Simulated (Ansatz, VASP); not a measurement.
Two plane-wave programs on BaTiO3

File POSCAR:

```
BaTiO3
1.0
    2.8273666084      1.6323808724      2.3183934932
   -2.8273666084      1.6323808724      2.3183934932
    0.0000000000     -3.2647617449      2.3183934932
Ba Ti O
1 1 3
Direct
    0.0000000000      0.0000000000      0.0000000000
    0.4845000000      0.4845000000      0.4845000000
    0.5086000000      0.0175000000      0.5086000000
    0.0175000000      0.5086000000      0.5086000000
    0.5086000000      0.5086000000      0.0175000000
```

Contents of INCAR.step1:

```
  PREC = Accurate
  ENCUT = 520
  ISMEAR = -1
  SIGMA = 0.05
  LREAL = False
  LASPH = True
  NELM = 150
  LMAXMIX = 4
  LDAU = True
  LDAUTYPE = 2
  LDAUL = -1 2 -1
  LDAUU = 0 1 0
  LDAUJ = 0 0 0
  NBANDS = 28
  GGA = PE
  ALGO = Normal
  EDIFF = 1E-4
  LWAVE = True
  LCHARG = False
```

File INCAR.step2:

```
  PREC = Accurate
  ENCUT = 520
  EDIFF = 1E-6
  ISMEAR = -1
  SIGMA = 0.05
  LREAL = False
  LASPH = True
  NELM = 150
  ALGO = Normal
  ISIF = 2
  LWAVE = False
  LCHARG = False
  LMAXMIX = 4
  LDAU = True
  LDAUTYPE = 2
  LDAUL = -1 2 -1
  LDAUU = 0 1 0
  LDAUJ = 0 0 0
  LDAUPRINT = 1
  METAGGA = R2SCAN
  LMIXTAU = True
  NBANDS = 28
  ISTART = 1
```

KPOINTS

```
regular mesh
0
Gamma
  7 7 7
```

Contents of input.yaml:

```yaml
crystal:
  lattice:
    - [2.8273666084, 1.6323808724, 2.3183934932]
    - [-2.8273666084, 1.6323808724, 2.3183934932]
    - [0.0, -3.2647617449, 2.3183934932]
  atoms:
    - { symbol: Ba, position: [0.0, 0.0, 0.0] }
    - { symbol: Ti, position: [0.4845, 0.4845, 0.4845] }
    - { symbol: O, position: [0.5086, 0.0175, 0.5086] }
    - { symbol: O, position: [0.0175, 0.5086, 0.5086] }
    - { symbol: O, position: [0.5086, 0.5086, 0.0175] }
hamiltonian:
  xc: r2scan
  pseudopotentials: { kind: paw }
  hubbard: { sites: [{ species: Ti, l: d, u_eff: 1.0 }] }
kpoints:
  mp_grid: { grid: [7, 7, 7] }
  band_path:
    path:
      - [[0.0, 0.0, 0.0], [0.5, 0.0, 0.0], [0.5, 0.4971712123, -0.4971712123]]
      - [[0.5028287877, 0.5, 0.4971712123], [0.5, 0.5, 0.5], [0.0, 0.0, 0.0], [0.4985856061, 0.0, -0.4985856061]]
      - [[0.5014143939, 0.4985856061, 0.0], [0.5, 0.5, 0.0], [0.5014143939, 0.5014143939, 0.4971712123], [0.5, 0.5, 0.5]]
      - [[0.5, 0.0, 0.0], [0.5028287877, 0.4985856061, 0.4985856061]]
    npoints: 14
scf:
  occupations: { method: fermi_dirac, width: 0.05 }
  n_extra_bands: 12
output:
  forces: true
  stress: true
  eigenvalues: true
  fatbands: false
```

Alike in both runs: functional r2SCAN; k mesh 7 × 7 × 7; occupations fermi-dirac, width 0.05 eV; no spin polarisation; Hubbard terms Ti d U = 1.0 eV.

|  | VASP | Ansatz |
| --- | --- | --- |
| version | VASP 6.6.1 | Ansatz 0.2.0 |
| potentials or method | VASP PAW PBE potentials, release 64 (Ba_sv, Ti_sv, O) | Ansatz PAW |
| plane-wave cutoff (eV) | 520 | 500 |
| valence electrons in the cell | 40 | 40 |
| task | single point | band structure |

```csv
,VASP,Ansatz,Ansatz less VASP
gap on the k mesh at the Fermi level (eV),2.95,2.96,+0.013
least direct gap on the mesh (eV),3.30,3.27,-0.025
pressure (GPa),4.8,2.3,-2.56
"traceless stress, the component that is largest in VASP (GPa)",-0.22,-0.06,+0.160
rms of the force components (eV/Å),0.189,0.076,-0.1134
```

VASP's potentials were made for PBE, not for r2SCAN. The programs project onto different local orbitals, so the same U acts differently, and such runs can settle in different states. Atom by atom the forces differ by 0.122 eV/Å (rms over components).

Neither program's run includes spin-orbit coupling. Noted on Ansatz's run: the k mesh misses the band edges, so the gap on the mesh is wider than the one along the path.
